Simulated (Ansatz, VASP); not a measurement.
## One calculation of ZnSiP2, two programs

The input INCAR:

```
SYSTEM = ZnSiP2
PREC     = Accurate       ! precision mode
ENCUT    = 500            ! plane-wave cutoff, eV
EDIFF    = 1E-7           ! SCF threshold, eV
ISMEAR   = 0              ! smearing method
SIGMA    = 0.02           ! smearing width, eV
LREAL    = .False.        ! projectors in reciprocal space
LASPH    = .True.         ! aspherical terms in the spheres
NELM     = 120            ! most SCF steps
ALGO     = Normal         ! electronic algorithm
ISIF     = 3              ! what is computed and relaxed
LWAVE    = .False.        ! write WAVECAR
LCHARG   = .False.        ! write CHGCAR
GGA      = PE             ! functional
IVDW     = 12             ! dispersion correction
IBRION   = 2              ! ionic algorithm
NSW      = 70             ! ionic steps
EDIFFG   = -0.02          ! ionic threshold
GGA_COMPAT= .False.      
NELMIN   = 4
```

Contents of KPOINTS:

```
Automatic mesh
0
Gamma
  8 8 8
  0 0 0
```

The input POSCAR:

```
ZnSiP2
1.0
   -2.6867030000      2.6867030000      5.2300310000
    2.6867030000     -2.6867030000      5.2300310000
    2.6867030000      2.6867030000     -5.2300310000
Zn Si P
2 2 4
Direct
    0.0000000000      0.0000000000      0.0000000000
    0.7500000000      0.2500000000      0.5000000000
    0.5000000000      0.5000000000      0.0000000000
    0.2500000000      0.7500000000      0.5000000000
    0.3750000000      0.3923010000      0.5173010000
    0.8750000000      0.8576990000      0.4826990000
    0.6076990000      0.1250000000      0.9826990000
    0.1423010000      0.6250000000      0.0173010000
```

Input for Ansatz:

```yaml
crystal:
  lattice:
    - [-2.686703, 2.686703, 5.230031]
    - [2.686703, -2.686703, 5.230031]
    - [2.686703, 2.686703, -5.230031]
  atoms:
    - { symbol: Zn, position: [0.0, 0.0, 0.0] }
    - { symbol: Zn, position: [0.75, 0.25, 0.5] }
    - { symbol: Si, position: [0.5, 0.5, 0.0] }
    - { symbol: Si, position: [0.25, 0.75, 0.5] }
    - { symbol: P, position: [0.375, 0.392301, 0.517301] }
    - { symbol: P, position: [0.875, 0.857699, 0.482699] }
    - { symbol: P, position: [0.607699, 0.125, 0.982699] }
    - { symbol: P, position: [0.142301, 0.625, 0.017301] }
basis:
  ecutwfc: 420
kpoints:
  mp_grid: { grid: [8, 8, 8] }
hamiltonian:
  xc: pbe
  dispersion: d3bj
scf:
  occupations: { method: gaussian, width: 0.02 }
output:
  forces: true
  stress: true
  eigenvalues: true
relax:
  adjacent_minimum: "off"
  f_tol: 0.02
  max_steps: 50
  cell: { stress_tol: 0.1 }
```

Alike in both runs: task relaxation of cell and atoms; functional PBE; dispersion D3(BJ); k mesh 8 × 8 × 8; occupations gaussian, width 0.02 eV; no spin polarisation.

```csv
,VASP,Ansatz
version,VASP 6.6.1,Ansatz 0.2.0
potentials or method,"VASP PAW PBE potentials, release 64 (Zn, Si, P), cutoff 500 eV","scalar-relativistic, plane waves, PAW"
valence electrons in the cell,52,52
```

```csv
,VASP,Ansatz,Ansatz less VASP
"gap on the k mesh at the Fermi level, each at its own relaxed structure (eV)",1.28,1.27,-0.008
relaxed volume (Å³/atom),18.66,18.65,-0.002
relaxed cell length with the largest relative difference (Å),6.438,6.438,+0.0006
```
